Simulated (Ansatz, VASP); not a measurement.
**Se in VASP and in Ansatz**

```
CELL_PARAMETERS angstrom
4.68499 0.00000 0.00000
-2.34250 4.05732 0.00000
0.00000 0.00000 3.99359
ATOMIC_POSITIONS crystal
Se 0.33333 0.66667 0.50000
Se 0.00000 0.00000 0.00000
Se 0.66667 0.33333 0.50000
```

Alike in both runs: task relaxation of cell and atoms; functional PBE; k mesh 6 × 6 × 4; occupations gaussian, width 0.1 eV; no spin polarisation.

|  | VASP | Ansatz |
| --- | --- | --- |
| version | VASP 6.6.1 | Ansatz 0.2.0 |
| potentials or method | VASP PAW PBE potentials, release 64 (Se), cutoff 600 eV | scalar-relativistic, plane waves, PAW |
| valence electrons in the cell | 18 | 48 |

VASP gave:

- gap on the k mesh at the Fermi level, each at its own relaxed structure (eV): none
- relaxed volume (Å³/atom): 21.42
- relaxed cell length with the largest relative difference (Å): 3.454

Problem. Estimate Ansatz's values.

Solution. gap on the k mesh at the Fermi level, each at its own relaxed structure (eV): none; relaxed volume (Å³/atom): 21.48; relaxed cell length with the largest relative difference (Å): 3.468.

A gap of «none» marks a metal or a gap that the smearing closes. VASP's potentials hold 18 valence electrons a cell and Ansatz's 48, so a difference there can come from the potentials and not from the codes.

The k mesh is coarse, so the values compare programs but aren't converged. Noted on VASP's run: the volume moved by over 15 % at a fixed basis, so the end points are rough.
